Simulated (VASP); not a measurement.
Runs of VASP 6.6.1 on BiBTe3. The structure is that of space group P4/mmm (No. 123), or close to it. The cells are those of the table. 

```tsv
task	cell	k mesh	cutoff (eV)	gap on the mesh (eV)	pressure (GPa)	relaxed volume (Å³/atom)	largest force (eV/Å)
relaxation of cell and atoms	relaxed from a = 3.445, b = 3.445, c = 12.569 Å, 5 atoms	6 × 6 × 2	600	none	0.0	30.32	0.01
relaxation of cell and atoms	relaxed from a = 4.316, b = 4.316, c = 9.374 Å, 5 atoms	4 × 4 × 2	600	none	0.0	29.79	0.01
single point	a = 3.471, b = 3.471, c = 12.591 Å, 5 atoms	6 × 6 × 2	520	none	0.0	-	(b)
single point	a = 3.397, b = 3.397, c = 13.090 Å, 5 atoms	12 × 12 × 4	520	none	0.0	-	-
single point	a = 4.316, b = 4.316, c = 9.374 Å, 5 atoms	4 × 4 × 2	520	none	42.2	-	(a)
single point	a = 3.445, b = 3.445, c = 12.569 Å, 5 atoms	4 × 4 × 2	520	none	0.0	-	-
```

Alike in all rows: level PBE; potentials or basis VASP PAW PBE potentials, release 64 (B, Bi_d, Te); no spin polarisation; smearing gaussian 0.1 eV.

Problem. Fill in the values left out.

Solution. (a) 30.88; (b) 0.02.

Caveats: some runs use coarse meshes; spin-orbit coupling is left out, which moves the levels of the heavy elements; forces of over 1 eV/Å act on the atoms, so gaps and moduli don't describe the material at rest (some runs).

A k mesh can miss the band edges, and the runs leave out spin-orbit coupling on Bi, Te.

A gap of «none» marks levels without a gap at the run's occupations.
